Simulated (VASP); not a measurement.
Here is a VASP 6.6.1 calculation.

File POSCAR:

```
Nb3Pb
1.0
    5.3526299800      0.0000000000      0.0000000000
    0.0000000000      5.3526299800      0.0000000000
    0.0000000000      0.0000000000      5.3526299800
Nb Pb
6 2
Direct
    0.2500000000      0.0000000000      0.5000000000
    0.5000000000      0.7500000000      0.0000000000
    0.7500000000      0.0000000000      0.5000000000
    0.5000000000      0.2500000000      0.0000000000
    0.0000000000      0.5000000000      0.7500000000
    0.0000000000      0.5000000000      0.2500000000
    0.0000000000      0.0000000000      0.0000000000
    0.5000000000      0.5000000000      0.5000000000
```

Contents of INCAR.step1:

```
SYSTEM = Nb3Pb
ALGO = Normal
EDIFF = 1E-4
ENCUT = 520
GGA = PE
ISMEAR = -1
LASPH = .True.
LCHARG = .False.
LREAL = .False.
LWAVE = .True.
NBANDS = 63
NELM = 80
PREC = Accurate
SIGMA = 0.1
```

INCAR.step2

```
SYSTEM = Nb3Pb
ALGO = Normal
EDIFF = 1E-6
ENCUT = 520
ISIF = 2
ISMEAR = -1
ISTART = 1
LASPH = .True.
LCHARG = .True.
LELF = .True.
LMIXTAU = .True.
LREAL = .False.
LVHAR = .True.
LWAVE = .False.
METAGGA = R2SCAN
NBANDS = 63
NELM = 80
PREC = Accurate
SIGMA = 0.1
```

The input KPOINTS:

```
k-points
0
Gamma
  6 6 6
  0 0 0
```

Potentials or basis: VASP PAW PBE potentials, release 64 (Nb_sv, Pb_d).

Run with:

```bash
$ cat potpaw_PBE.64/Nb_sv/POTCAR potpaw_PBE.64/Pb_d/POTCAR > POTCAR
$ cp INCAR.step1 INCAR
$ mpirun -np 1 vasp_std > vasp.out
$ cp INCAR.step2 INCAR
$ mpirun -np 1 vasp_std > vasp.out
```

(1) What does it give for the pressure?

(2) Estimate the band gap on the k mesh.

Answers

(1) -0.1 GPa.

(2) zero (bands 53 and 54 overlap by 0.67 eV).

Caveat: the PAW data sets were made with another functional, which shifts forces and pressure a little; spin-orbit coupling is left out, which moves the levels of the heavy elements.
